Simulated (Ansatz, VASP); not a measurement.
## Mo in VASP and in Ansatz

```
CELL_PARAMETERS angstrom
2.75646 0.00000 0.00000
-1.37823 2.38716 0.00000
0.00000 0.00000 4.89751
ATOMIC_POSITIONS crystal
Mo 0.33333 0.66667 0.25000
Mo 0.66667 0.33333 0.75000
```

Alike in both runs: functional PBE; k mesh 17 × 17 × 9; occupations fermi-dirac, width 0.05 eV; no spin polarisation.

Ansatz relaxed the structure, and its values are those at the end. VASP's run is a single point on that final structure, the one shown.

|  | VASP | Ansatz |
| --- | --- | --- |
| version | VASP 6.6.1 | Ansatz 0.2.0 |
| potentials or method | VASP PAW PBE potentials, release 64 (Mo_sv) | PAW with Ansatz's default frozen-core files, scalar-relativistic |
| plane-wave cutoff (eV) | 520 | 420 |
| valence electrons in the cell | 28 | 28 |

|  | VASP | Ansatz | Ansatz less VASP |
| --- | --- | --- | --- |
| pressure (GPa) | 0.5 | 0.0 | -0.45 |

With one functional, cell and mesh, what is left measures potentials, basis and numerics.
